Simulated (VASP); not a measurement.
Wanted: the native input for a VASP 6.6.1 run.

| Property | Result |
| --- | --- |
| Task | single point |
| Functional | PBE |
| Potentials or basis | VASP PAW PBE potentials, release 64 (Yb) |
| Cutoff | 520 eV |
| k mesh | 13 × 13 × 13 |
| Occupations | fermi-dirac, width 0.05 eV |
| Spin | no spin polarisation |
| Dipole correction | no |
| Further INCAR settings | ALGO = Normal; EDIFF = 1e-07; NBANDS = 18 |

The structure of Yb lies in POSCAR:

```
Yb
1.0
    0.0000000000      2.6115853807      2.6115853807
    2.6115853807      0.0000000000      2.6115853807
    2.6115853807      2.6115853807      0.0000000000
Yb
1
Direct
    0.0000000000      0.0000000000      0.0000000000
```

These files were run (other wordings do the same):

INCAR

```
PREC = Accurate
ENCUT = 520
EDIFF = 1E-7
ISMEAR = -1
SIGMA = 0.05
LREAL = False
LASPH = True
NELM = 60
ALGO = Normal
ISIF = 2
LWAVE = False
LCHARG = True
GGA = PE
LELF = True
LVHAR = True
NBANDS = 18
```

KPOINTS

```
regular mesh
0
Gamma
  13 13 13
```

Potentials or basis: VASP PAW PBE potentials, release 64 (Yb).

Run with:

```console
$ cat potpaw_PBE.64/Yb/POTCAR > POTCAR
$ mpirun -np 1 vasp_std > vasp.out
```

Results of the run:

```
Pressure : -0.2 GPa
```

Run time: 2.2 min on 1 thread of Intel(R) Xeon(R) Platinum 8259CL CPU @ 2.50GHz (Skylake/Cascade Lake), with other jobs on the host, peak memory 0.21 GiB.
